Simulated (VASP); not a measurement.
Wanted: the native input for a VASP 6.6.1 run.

```yaml
Task: single point
Functional: PBE
Potentials_or_basis: VASP PAW PBE potentials, release 64 (Zn, Se)
Cutoff: 520 eV
k_mesh: 8 × 8 × 8
Occupations: fermi-dirac, width 0.02 eV
Spin: no spin polarisation
Dipole_correction: no
Further_INCAR_settings: ALGO = Normal; EDIFF = 1e-06; NBANDS = 16
```

The structure of ZnSe lies in POSCAR:

```
ZnSe
1.0
    0.0000000000      2.7556659633      2.8324246719
    2.7556659633      0.0000000000      2.8324246719
    2.7556659633      2.7556659633      0.0000000000
Zn Se
1 1
Direct
    0.0000000000      0.0000000000      0.0000000000
    0.2500000000      0.2500000000      0.2500000000
```

This cell differs from its parent crystal: biaxial xy strain -2.7%.

These files were run (other wordings do the same):

INCAR

```
  PREC = Accurate
  ENCUT = 520
  EDIFF = 1E-6
  ISMEAR = -1
  SIGMA = 0.02
  LREAL = False
  LASPH = True
  NELM = 60
  ALGO = Normal
  ISIF = 2
  LWAVE = False
  LCHARG = False
  GGA = PE
  NBANDS = 16
```

KPOINTS

```
Automatic mesh
0
Gamma
  8 8 8
```

Potentials or basis: VASP PAW PBE potentials, release 64 (Zn, Se).

Command:

```sh
$ cat potpaw_PBE.64/Zn/POTCAR potpaw_PBE.64/Se/POTCAR > POTCAR
$ mpirun -np 1 vasp_std > vasp.out
```

It gave:

The pressure is 6.6 GPa. The band gap on the k mesh is 1.48 eV.

Caveat: the cell differs from its parent crystal (biaxial xy strain -2.7%); the cell stands under pressure.

Run time: 61 s on 1 thread of Intel Xeon 8259CL, with other jobs on the host, peak memory 0.19 GiB.
